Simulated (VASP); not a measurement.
# Sn (Fd-3m) in VASP: further runs

The runs below take Sn through single point, with LDA.

Program: VASP 6.6.1. These are calculated values, not measurements. Logs are shortened: lines on timing, memory, paths and dates and some standing lists are left out, and cuts for length are marked.

## Step 1: The cell of the first run

The structure is cubic, space group Fd-3m (No. 227). The conventional cell has a = 6.200 Å, b = 6.200 Å, c = 6.200 Å, α = 90.00°, β = 90.00°, γ = 90.00°. Within 3.5 Å of Sn (site symmetry -43m) lie 4 Sn at 2.68 Å.

This isn't the form of Sn at room conditions, which is tetragonal (white tin).

## Step 2: Single point, LDA

Input file INCAR:

```
ALGO     = Normal         # electronic algorithm
EDIFF    = 1E-6           # SCF threshold, eV
ENCUT    = 500            # plane-wave cutoff, eV
GGA      = CA             # functional
GGA_COMPAT= False        
ISIF     = 2              # what is computed and relaxed
ISMEAR   = -1             # smearing method
LASPH    = True           # aspherical terms in the spheres
LCHARG   = False          # write CHGCAR
LREAL    = False          # projectors in reciprocal space
LWAVE    = False          # write WAVECAR
NBANDS   = 21             # bands
NELM     = 120            # most SCF steps
PREC     = Accurate       # precision mode
SIGMA    = 0.1            # smearing width, eV
```

Input file KPOINTS:

```
k-points
0
Gamma
  6 6 6
```

Input file POSCAR:

```
Sn
1.0
    0.0000000000      3.1001564284      3.1001564284
    3.1001564284      0.0000000000      3.1001564284
    3.1001564284      3.1001564284      0.0000000000
Sn
2
Direct
    0.5000000000      0.5000000000      0.5000000000
    0.7500000000      0.7500000000      0.7500000000
```

Potentials or basis: VASP PAW LDA potentials, release 64 (Sn_d).

The run is started by

```sh
> cat potpaw_LDA.64/Sn_d/POTCAR > POTCAR
> mpirun -np 1 vasp_std > vasp.out
```

OUTCAR:

```text
EDIFF = 1E-6
   ENCUT = 500
   GGA = CA
   ISIF = 2
   ISMEAR = -1
   LASPH = True
   LREAL = False
   NELM = 120
   PREC = Accurate

 ion  position               nearest neighbor table
   1  0.500  0.500  0.500-   2 2.68   2 2.68   2 2.68   2 2.68
   2  0.750  0.750  0.750-   1 2.68   1 2.68   1 2.68   1 2.68

  LATTYP: Found a face centered cubic cell.
 ALAT       =     6.2003128568

  Lattice vectors:

 A1 = (   0.0000000000,   3.1001564284,   3.1001564284)
 A2 = (   3.1001564284,   0.0000000000,   3.1001564284)
 A3 = (   3.1001564284,   3.1001564284,   0.0000000000)

Analysis of symmetry for initial positions (statically):
=====================================================================
 Subroutine PRICEL returns:
 Original cell was already a primitive cell.

 Routine SETGRP: Setting up the symmetry group for a
 face centered cubic supercell.

 Subroutine GETGRP returns: Found 48 space group operations
 (whereof 24 operations were pure point group operations)
 out of a pool of 48 trial point group operations.

The static configuration has the point symmetry T_d .
 The point group associated with its full space group is O_h .

Analysis of symmetry for dynamics (positions and initial velocities):
=====================================================================
 Subroutine PRICEL returns:
 Original cell was already a primitive cell.

 Routine SETGRP: Setting up the symmetry group for a
 face centered cubic supercell.

 Subroutine GETGRP returns: Found 48 space group operations
 (whereof 24 operations were pure point group operations)
 out of a pool of 48 trial point group operations.

The dynamic configuration has the point symmetry T_d .
 The point group associated with its full space group is O_h .

 Subroutine INISYM returns: Found 48 space group operations
 (whereof 24 operations are pure point group operations),
 and found     1 'primitive' translations

----------------------------------------------------------------------------------------

                                     Primitive cell

  volume of cell :      59.5910

  direct lattice vectors                    reciprocal lattice vectors
     0.000000000  3.100156428  3.100156428    -0.161282184  0.161282184  0.161282184
     3.100156428  0.000000000  3.100156428     0.161282184 -0.161282184  0.161282184
     3.100156428  3.100156428  0.000000000     0.161282184  0.161282184 -0.161282184

[... 61 lines left out ...]
   ions per type =               2
   NGX,Y,Z   is equivalent  to a cutoff of  12.13, 12.13, 12.13 a.u.
   NGXF,Y,Z  is equivalent  to a cutoff of  24.27, 24.27, 24.27 a.u.
 SYSTEM =  unknown system
   PREC   = accura    normal or accurate (medium, high low for compatibility)
   ISTART =      0    job   : 0-new  1-cont  2-samecut
   ICHARG =      2    charge: 1-file 2-atom 10-const
   ISPIN  =      1    spin polarized calculation?
   LNONCOLLINEAR =      F non collinear calculations
   LSORBIT =      F    spin-orbit coupling
   LASPH  =      T    aspherical Exc in radial PAW
   ENCUT  =  500.0 eV  36.75 Ry    6.06 a.u.   7.99  7.99  7.99*2*pi/ulx,y,z
   NELM   =    120;   NELMIN=  2; NELMDL= -5     # of ELM steps
   EDIFF  = 0.1E-05   stopping-criterion for ELM
   LREAL  =      F    real-space projection
[... 7 lines left out ...]
   TEBEG  =    0.0;   TEEND  =   0.0 temperature during run
   PSTRESS=    0.0 pullay stress
   NELECT =      28.0000    total number of electrons
   NUPDOWN=      -1.0000    fix difference up-down
   EMIN   =  10.00;   EMAX   =-10.00  energy-range for DOS
   EFERMI =   0.00;   METHOD = LEGACY
   ISMEAR =    -1;   SIGMA  =   0.10  broadening in eV -4-tet -1-fermi 0-gaus
   EFERMI_NEDOS =   21; number of points for ismear=-14 and -15
   IALGO  =     38    algorithm
   IMIX   =      4    mixing-type and parameters
     AMIX     =   0.40;   BMIX     =  1.00
     AMIX_MAG =   1.60;   BMIX_MAG =  1.00
  volume/ion in A,a.u.               =      29.80       201.07
  Fermi-wavevector in a.u.,A,eV,Ry     =   1.272723  2.405098 22.039042  1.619824
  Thomas-Fermi vector in A             =   2.405586
   LORBIT       =      0    0 simple, 1 ext, 2 COOP (PROOUT), +10 PAW based schemes
   GGA     = CA    functional components
   LHFCALC =     F    Hartree Fock is set to
   AEXX    =    0.0000 exact exchange contribution
   IVDW    =     0    specifies the selected vdW correction
   LEPSILON=     F    determine dielectric tensor
   LRPA    =     F    only Hartree local field effects (RPA)
 non-spin polarized calculation
  energy-cutoff  :      500.00
  volume of cell :       59.59
 maximum number of plane-waves:      1527
   NGX = 15   NGY = 15   NGZ = 15

 number of electron      28.0000004 magnetization

 Free energy of the ion-electron system (eV)
  ---------------------------------------------------
  ext. energy  EPLUGINS =         0.00000000
  ---------------------------------------------------
  free energy    TOTEN  =        -8.72145496 eV

  energy without entropy =       -8.71428088  energy(sigma->0) =       -8.71786792

 E-fermi :   7.0239     XC(G=0):  -9.7979

 val. band max:        6.4904945360   @ k =   0.1667   0.0000   0.0000
 cond. band min:       7.0368884547   @ k =   0.0000   0.0000   0.0000
 fundamental gap:      0.5463939186
 Fermi energy:         7.0239048373

 k-point     1 :       0.0000    0.0000    0.0000
  band No.  band energies     occupation
      1     -15.0109      2.00000
      2     -15.0109      2.00000
      3     -15.0109      2.00000
      4     -14.9284      2.00000
      5     -14.9284      2.00000
      6     -14.4826      2.00000
[... 373 lines left out ...]
     20      16.8094      0.00000
     21      17.8380      0.00000

------------------------ aborting loop because EDIFF is reached ----------------------------------------

  FORCE on cell =-STRESS in cart. coord.  units (eV):
  Direction    XX          YY          ZZ          XY          YZ          ZX
  --------------------------------------------------------------------------------------
  -------------------------------------------------------------------------------------
  Total        3.0120325      3.0120325      3.0120325      0.0000000      0.0000000      0.0000000
  in kB       80.9821720     80.9821720     80.9821720      0.0000000      0.0000000      0.0000000
  external PRESSURE =      80.9821720 kB  Pullay stress =       0.0000000 kB

 VOLUME and BASIS-vectors are now :
 -----------------------------------------------------------------------------
  energy-cutoff  :      500.00
  volume of cell :       59.59
      direct lattice vectors                 reciprocal lattice vectors
     0.000000000  3.100156428  3.100156428    -0.161282184  0.161282184  0.161282184
     3.100156428  0.000000000  3.100156428     0.161282184 -0.161282184  0.161282184
     3.100156428  3.100156428  0.000000000     0.161282184  0.161282184 -0.161282184

 POSITION                                       TOTAL-FORCE (eV/Angst)
 -----------------------------------------------------------------------------------
      3.10016      3.10016      3.10016         0.000000      0.000000      0.000000
      4.65023      4.65023      4.65023        -0.000000     -0.000000     -0.000000
 -----------------------------------------------------------------------------------
    total drift:                               -0.000000     -0.000000      0.000000

  FREE ENERGIE OF THE ION-ELECTRON SYSTEM (eV)
  ---------------------------------------------------
  free  energy   TOTEN  =        -8.7214549625 eV

  energy  without entropy=       -8.7142808788  energy(sigma->0) =       -8.71786792
```

OSZICAR:

```text
N       E                     dE             d eps       ncg     rms          rms(c)
DAV:   1     0.232961924791E+03    0.23296E+03   -0.14389E+04   682   0.203E+03
DAV:   2     0.172370432410E+02   -0.21572E+03   -0.21108E+03   677   0.458E+02
DAV:   3    -0.804671634284E+01   -0.25284E+02   -0.25086E+02   787   0.143E+02
DAV:   4    -0.887743698000E+01   -0.83072E+00   -0.83031E+00   742   0.291E+01
DAV:   5    -0.890496242728E+01   -0.27525E-01   -0.27525E-01   986   0.522E+00    0.407E+00
DAV:   6    -0.878015279511E+01    0.12481E+00   -0.51395E-02   813   0.232E+00    0.228E+00
DAV:   7    -0.872050278021E+01    0.59650E-01   -0.81338E-02   740   0.238E+00    0.162E-01
DAV:   8    -0.872136337808E+01   -0.86060E-03   -0.71159E-03   782   0.798E-01    0.672E-02
DAV:   9    -0.872145839180E+01   -0.95014E-04   -0.22334E-04   914   0.106E-01    0.168E-02
DAV:  10    -0.872145438172E+01    0.40101E-05   -0.17476E-05   912   0.450E-02    0.582E-03
DAV:  11    -0.872145496252E+01   -0.58079E-06   -0.10011E-06   601   0.768E-03
   1 F= -.87214550E+01 E0= -.87178679E+01  d E =-.717408E-02
```

stdout:

```text
POSCAR found type information on POSCAR Sn
 POSCAR found :  1 types and       2 ions
 scaLAPACK will be used
 LDA part: xc-table for (Slater(with rela. corr.)+CA(PZ))
 , standard interpolation
 POSCAR, INCAR and KPOINTS ok, starting setup
 FFT: planning ... GRIDC
 FFT: planning ... GRID_SOFT
 FFT: planning ... GRID
 WAVECAR not read
 entering main loop
```

It took 19 s on 1 thread of Intel Xeon 8259CL, shared host; peak memory 0.15 GiB.

What came out:

| Item | Value |
| --- | --- |
| Free energy | -8.7215 eV |
| Pressure | 8.1 GPa |

Levels at points of the mesh, in eV from the Fermi level:
| k point | band 10 | band 11 | band 12 | band 13 | band 14 | band 15 | band 16 | band 17 | band 18 | band 19 |
| --- | --- | --- | --- | --- | --- | --- | --- | --- | --- | --- |
| (0.00, 0.00, 0.00) | -21.48 | -11.72 | 0.01 | 0.01 | 0.01 | 0.12 | 2.07 | 2.07 | 2.07 | 4.86 |
| (0.50, 0.00, 0.00) | -21.42 | -9.80 | -7.02 | -1.43 | -1.43 | 0.12 | 3.18 | 3.18 | 5.31 | 8.94 |
| (0.50, 0.50, 0.00) | -21.39 | -8.15 | -8.15 | -3.03 | -3.03 | 0.50 | 0.50 | 8.47 | 8.47 | 10.17 |

Caveat: the cell stands under pressure; spin-orbit coupling is left out, which moves the levels of the heavy elements.

## Step 3: Single point, LDA

This run uses another cell than the first one, of 30.60 Å³/atom.

Input file INCAR:

```
SYSTEM = Sn
PREC = Accurate
ENCUT = 500
EDIFF = 1E-6
ISMEAR = -1
SIGMA = 0.1
LREAL = .False.
LASPH = .True.
NELM = 120
ALGO = Normal
ISIF = 2
LWAVE = .False.
LCHARG = .True.
LELF = .True.
LVHAR = .True.
NBANDS = 21
GGA_COMPAT = .False.
```

Input file KPOINTS:

```
Automatic mesh
0
Gamma
  6 6 6
  0 0 0
```

Input file POSCAR:

```
Sn
1.0
    0.0000000000      3.1277770921      3.1277770921
    3.1277770921      0.0000000000      3.1277770921
    3.1277770921      3.1277770921      0.0000000000
Sn
2
Direct
    0.5000000000      0.5000000000      0.5000000000
    0.7500000000      0.7500000000      0.7500000000
```

Potentials or basis: VASP PAW LDA potentials, release 64 (Sn_d).

The run is started by

```sh
> cat potpaw_LDA.64/Sn_d/POTCAR > POTCAR
> mpirun -np 1 vasp_std > vasp.out
```

Wall time 23 s (1 thread of Intel Xeon 8259CL, shared host); peak memory 0.15 GiB.

It converged, with:

```
Free energy            : -8.7925 eV
Pressure               : 6.1 GPa
Band gap on the k mesh : zero (filled and empty bands touch)
```

Levels at points of the mesh, in eV from the Fermi level:
| k point | band 10 | band 11 | band 12 | band 13 | band 14 | band 15 | band 16 | band 17 | band 18 | band 19 |
| --- | --- | --- | --- | --- | --- | --- | --- | --- | --- | --- |
| (0.00, 0.00, 0.00) | -21.39 | -11.47 | -0.03 | 0.06 | 0.06 | 0.06 | 2.12 | 2.12 | 2.12 | 4.89 |
| (0.50, 0.00, 0.00) | -21.33 | -9.60 | -6.84 | -1.33 | -1.33 | 0.11 | 3.23 | 3.23 | 5.39 | 8.86 |
| (0.50, 0.50, 0.00) | -21.30 | -7.99 | -7.99 | -2.88 | -2.88 | 0.59 | 0.59 | 8.34 | 8.34 | 10.01 |

Caveat: the cell stands under pressure; spin-orbit coupling is left out, which moves the levels of the heavy elements.

## Step 4: Single point, LDA

This run uses another cell than the first one, of 31.54 Å³/atom.

INCAR, as its differences from that of step 3:

```diff
@@ -12,5 +12,4 @@
 LWAVE = .False.
-LCHARG = .True.
-LELF = .True.
-LVHAR = .True.
+LCHARG = .False.
+GGA = CA
 NBANDS = 21
```

Input file KPOINTS:

```
regular mesh
0
Gamma
  6 6 6
  0 0 0
```

Input file POSCAR:

```
Sn
1.0
    0.0000000000      3.1594987084      3.1594987084
    3.1594987084      0.0000000000      3.1594987084
    3.1594987084      3.1594987084      0.0000000000
Sn
2
Direct
    0.5000000000      0.5000000000      0.5000000000
    0.7500000000      0.7500000000      0.7500000000
```

The run is started by

```sh
> cat potpaw_LDA.64/Sn_d/POTCAR > POTCAR
> mpirun -np 1 vasp_std > vasp.out
```

Wall time 24 s (1 thread of Intel Xeon 8259CL, shared host); peak memory 0.17 GiB.

Results (log left out):

```yaml
Free_energy: -8.8520 eV
Pressure: 4.0 GPa
Band_gap_on_the_k_mesh: zero (bands 14 and 15 overlap by 0.02 eV)
```

Levels at points of the mesh, in eV from the Fermi level:
```csv
k point,band 11,band 12,band 13,band 14,band 15,band 16,band 17,band 18
"(0.00, 0.00, 0.00)",-11.19,-0.20,0.11,0.11,0.11,2.17,2.17,2.17
"(0.50, 0.00, 0.00)",-9.39,-6.64,-1.23,-1.23,0.09,3.27,3.27,5.48
"(0.50, 0.50, 0.00)",-7.82,-7.82,-2.72,-2.72,0.69,0.69,8.19,8.19
```

Caveat: the cell stands under pressure; spin-orbit coupling is left out, which moves the levels of the heavy elements.

## Step 5: Overview

| cell | gap on the mesh (eV) | pressure (GPa) |
| --- | --- | --- |
| a = 4.384 Å, angles 60.0°, 2 atoms | - | 8.1 |
| a = 4.423 Å, angles 60.0°, 2 atoms | none | 6.1 |
| a = 4.468 Å, angles 60.0°, 2 atoms | none | 4.0 |

Alike in all rows: task single point; level LDA; potentials or basis VASP PAW LDA potentials, release 64 (Sn_d); no spin polarisation; k mesh 6 × 6 × 6; cutoff (eV) 500; smearing fermi-dirac 0.1 eV.

Caveats: the cell stands under pressure; spin-orbit coupling is left out, which moves the levels of the heavy elements.

Absolute energies hang on the potentials; compare differences alone.

The gap in the log of VASP goes by the Fermi energy; the results here count the filled bands.